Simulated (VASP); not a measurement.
# Re (Im-3m) in VASP: further runs

The runs below take Re through single point, with PBE.

Everything below comes from runs of VASP 6.6.1. Logs are shortened: lines on timing, memory, paths and dates and some standing lists are left out, and cuts for length are marked.

## Step 1: The cell of the first run

Symmetry: Im-3m, No. 229, cubic system. Conventional cell: a = 3.150 Å, b = 3.150 Å, c = 3.150 Å, α = 90.00°, β = 90.00°, γ = 90.00°. Re (site symmetry m-3m) has 14 Re at 2.73 to 3.15 Å within 3.6 Å.

## Step 2: Single point, PBE

Contents of INCAR:

```
SYSTEM = Re
PREC = Accurate
ENCUT = 600
EDIFF = 1E-6
ISMEAR = 0
SIGMA = 0.05
LREAL = .FALSE.
LASPH = .TRUE.
NELM = 120
ALGO = Normal
ISIF = 2
LWAVE = .FALSE.
LCHARG = .FALSE.
GGA = PE
NBANDS = 10
GGA_COMPAT = .FALSE.
```

Contents of KPOINTS:

```
Automatic mesh
0
G
  8 8 8
  0 0 0
```

Contents of POSCAR:

```
Re
1.0
   -1.5751881450      1.5751881450      1.5751881450
    1.5751881450     -1.5751881450      1.5751881450
    1.5751881450      1.5751881450     -1.5751881450
Re
1
Direct
    0.0000000000      0.0000000000      0.0000000000
```

Potentials or basis: VASP PAW PBE potentials, release 64 (Re).

Command:

```bash
cat potpaw_PBE.64/Re/POTCAR > POTCAR
mpirun -np 1 vasp_std > vasp.out
```

OUTCAR:

```text
SYSTEM = Re
   PREC = Accurate
   ENCUT = 600
   EDIFF = 1E-6
   ISMEAR = 0
   LREAL = .FALSE.
   LASPH = .TRUE.
   NELM = 120
   ISIF = 2
   GGA = PE

 ion  position               nearest neighbor table
   1  0.000  0.000  0.000-

  LATTYP: Found a body centered cubic cell.
 ALAT       =     3.1503762900

  Lattice vectors:

 A1 = (  -1.5751881450,   1.5751881450,   1.5751881450)
 A2 = (   1.5751881450,  -1.5751881450,   1.5751881450)
 A3 = (   1.5751881450,   1.5751881450,  -1.5751881450)

Analysis of symmetry for initial positions (statically):
=====================================================================
 Subroutine PRICEL returns:
 Original cell was already a primitive cell.

 Routine SETGRP: Setting up the symmetry group for a
 body centered cubic supercell.

 Subroutine GETGRP returns: Found 48 space group operations
 (whereof 48 operations were pure point group operations)
 out of a pool of 48 trial point group operations.

The static configuration has the point symmetry O_h .

Analysis of symmetry for dynamics (positions and initial velocities):
=====================================================================
 Subroutine PRICEL returns:
 Original cell was already a primitive cell.

 Routine SETGRP: Setting up the symmetry group for a
 body centered cubic supercell.

 Subroutine GETGRP returns: Found 48 space group operations
 (whereof 48 operations were pure point group operations)
 out of a pool of 48 trial point group operations.

The dynamic configuration has the point symmetry O_h .

 Subroutine INISYM returns: Found 48 space group operations
 (whereof 48 operations are pure point group operations),
 and found     1 'primitive' translations

----------------------------------------------------------------------------------------

                                     Primitive cell

  volume of cell :      15.6335

  direct lattice vectors                    reciprocal lattice vectors
    -1.575188145  1.575188145  1.575188145     0.000000000  0.317422399  0.317422399
     1.575188145 -1.575188145  1.575188145     0.317422399  0.000000000  0.317422399
     1.575188145  1.575188145 -1.575188145     0.317422399  0.317422399  0.000000000

  length of vectors
     2.728305899  2.728305899  2.728305899     0.448903062  0.448903062  0.448903062

  position of ions in fractional coordinates (direct lattice)
     0.000000000  0.000000000  0.000000000

  ion indices of the primitive-cell ions
[... 73 lines left out ...]
   NELM   =    120;   NELMIN=  2; NELMDL= -5     # of ELM steps
   EDIFF  = 0.1E-05   stopping-criterion for ELM
   LREAL  =      F    real-space projection
   EDIFFG = 0.1E-04   stopping-criterion for IOM
   NSW    =      0    number of steps for IOM
   IBRION =     -1    ionic relax: 0-MD 1-quasi-New 2-CG
   NFREE  =      0    steps in history (QN), initial steepest desc. (CG)
   ISIF   =      2    stress and relaxation
   ISYM   =      2    0-nonsym 1-usesym 2-fastsym
   POTIM  = 0.5000    time-step for ionic-motion
   TEBEG  =    0.0;   TEEND  =   0.0 temperature during run
   PSTRESS=    0.0 pullay stress
   NELECT =       7.0000    total number of electrons
   NUPDOWN=      -1.0000    fix difference up-down
   EMIN   =  10.00;   EMAX   =-10.00  energy-range for DOS
   EFERMI =   0.00;   METHOD = LEGACY
   ISMEAR =     0;   SIGMA  =   0.05  broadening in eV -4-tet -1-fermi 0-gaus
   EFERMI_NEDOS =   21; number of points for ismear=-14 and -15
   IALGO  =     38    algorithm
   IMIX   =      4    mixing-type and parameters
     AMIX     =   0.40;   BMIX     =  1.00
     AMIX_MAG =   1.60;   BMIX_MAG =  1.00
  volume/ion in A,a.u.               =      15.63       105.50
  Fermi-wavevector in a.u.,A,eV,Ry     =   1.252435  2.366758 21.341998  1.568593
  Thomas-Fermi vector in A             =   2.386335
   LORBIT       =      0    0 simple, 1 ext, 2 COOP (PROOUT), +10 PAW based schemes
   GGA     = PE    functional components
   LHFCALC =     F    Hartree Fock is set to
   AEXX    =    0.0000 exact exchange contribution
   IVDW    =     0    specifies the selected vdW correction
   LEPSILON=     F    determine dielectric tensor
   LRPA    =     F    only Hartree local field effects (RPA)
 non-spin polarized calculation
 Gauss-broadening in eV      SIGMA  =   0.05
  energy-cutoff  :      600.00
  volume of cell :       15.63
 maximum number of plane-waves:       535
 NGX is ok and might be reduce to    24
   NGX = 11   NGY = 11   NGZ = 11

 number of electron       7.0000000 magnetization

 Free energy of the ion-electron system (eV)
  ---------------------------------------------------
  ext. energy  EPLUGINS =         0.00000000
  ---------------------------------------------------
  free energy    TOTEN  =       -12.10448210 eV

  energy without entropy =      -12.10397650  energy(sigma->0) =      -12.10422930

 E-fermi :   7.9726     XC(G=0): -13.3977

 val. band max:        7.9391228579   @ k =  -0.2500   0.2500   0.2500
 cond. band min:       8.0750941901   @ k =   0.2500   0.1250   0.0000
 fundamental gap:      0.1359713322
 Fermi energy:         7.9726153614

 k-point     1 :       0.0000    0.0000    0.0000
  band No.  band energies     occupation
      1      -2.2826      2.00000
      2       5.5158      2.00000
      3       5.5158      2.00000
      4       5.5158      2.00000
      5       8.7423      0.00000
      6       8.7423      0.00000
      7      23.4752      0.00000
      8      23.4752      0.00000
      9      23.4752      0.00000
     10      34.7815      0.00000
[... 287 lines left out ...]
 k-point    24 :      -0.3750    0.3750    0.2500
  band No.  band energies     occupation
      1       2.6469      2.00000
      2       3.3520      2.00000
      3       6.2830      2.00000
      4       7.0693      2.00000
      5      10.0794      0.00000
      6      11.1031      0.00000
      7      20.4521      0.00000
      8      23.0174      0.00000
      9      24.6554      0.00000
     10      28.1640      0.00000

 [... further k-points ...]
[... 5 lines left out ...]
  --------------------------------------------------------------------------------------
  -------------------------------------------------------------------------------------
  Total       -1.1950845     -1.1950845     -1.1950845     -0.0000000      0.0000000     -0.0000000
  in kB     -122.4762511   -122.4762511   -122.4762511     -0.0000000      0.0000000     -0.0000000
  external PRESSURE =    -122.4762511 kB  Pullay stress =       0.0000000 kB

 VOLUME and BASIS-vectors are now :
 -----------------------------------------------------------------------------
  energy-cutoff  :      600.00
  volume of cell :       15.63
      direct lattice vectors                 reciprocal lattice vectors
    -1.575188145  1.575188145  1.575188145     0.000000000  0.317422399  0.317422399
     1.575188145 -1.575188145  1.575188145     0.317422399  0.000000000  0.317422399
     1.575188145  1.575188145 -1.575188145     0.317422399  0.317422399  0.000000000

 POSITION                                       TOTAL-FORCE (eV/Angst)
 -----------------------------------------------------------------------------------
      0.00000      0.00000      0.00000         0.000000      0.000000      0.000000
 -----------------------------------------------------------------------------------
    total drift:                                0.000000      0.000000     -0.000000

  FREE ENERGIE OF THE ION-ELECTRON SYSTEM (eV)
  ---------------------------------------------------
  free  energy   TOTEN  =       -12.1044820994 eV

  energy  without entropy=      -12.1039765020  energy(sigma->0) =      -12.10422930
```

It took 7.5 s on 1 thread of Intel Xeon 8259CL, shared host; peak memory 0.14 GiB.

What came out:

| Property | Result |
| --- | --- |
| Free energy | -12.1045 eV |
| Pressure | -12.2 GPa |

Caveat: spin-orbit coupling is left out, which moves the levels of the heavy elements.

## Step 3: Single point, PBE

This run uses another cell than the first one, of 15.08 Å³/atom, 0.965 times its volume.

Contents of INCAR:

```
ALGO     = Normal         # electronic algorithm
EDIFF    = 1E-6           # SCF threshold, eV
ENCUT    = 600            # plane-wave cutoff, eV
GGA      = PE             # functional
GGA_COMPAT= False        
ISIF     = 2              # what is computed and relaxed
ISMEAR   = 0              # smearing method
LASPH    = True           # aspherical terms in the spheres
LCHARG   = False          # write CHGCAR
LREAL    = False          # projectors in reciprocal space
LWAVE    = False          # write WAVECAR
NBANDS   = 10             # bands
NELM     = 120            # most SCF steps
PREC     = Accurate       # precision mode
SIGMA    = 0.05           # smearing width, eV
```

Contents of KPOINTS:

```
k-points
0
Gamma
  8 8 8
```

Contents of POSCAR:

```
Re
1.0
   -1.5563996646      1.5563996646      1.5563996646
    1.5563996646     -1.5563996646      1.5563996646
    1.5563996646      1.5563996646     -1.5563996646
Re
1
Direct
    0.0000000000      0.0000000000      0.0000000000
```

Potentials or basis: VASP PAW PBE potentials, release 64 (Re).

Command:

```bash
cat potpaw_PBE.64/Re/POTCAR > POTCAR
mpirun -np 1 vasp_std > vasp.out
```

Run time: 7.5 s. Hardware: 1 thread of Intel Xeon 8259CL, shared host; peak memory 0.14 GiB.

It converged, with:

```yaml
Free_energy: -12.1267 eV
Pressure: -0.3 GPa
```

Levels at points of the mesh, in eV from the Fermi level:
```csv
k point,band 1,band 2,band 3,band 4,band 5,band 6,band 7,band 8
"(0.00, 0.00, 0.00)",-10.55,-2.59,-2.59,-2.59,0.79,0.79,15.55,15.55
"(0.50, 0.00, 0.00)",-7.29,-4.79,-0.02,0.67,1.53,4.38,9.77,11.98
"(0.50, 0.50, 0.50)",-6.88,-6.88,3.48,3.48,3.48,7.87,7.87,7.87
```

Caveat: spin-orbit coupling is left out, which moves the levels of the heavy elements.
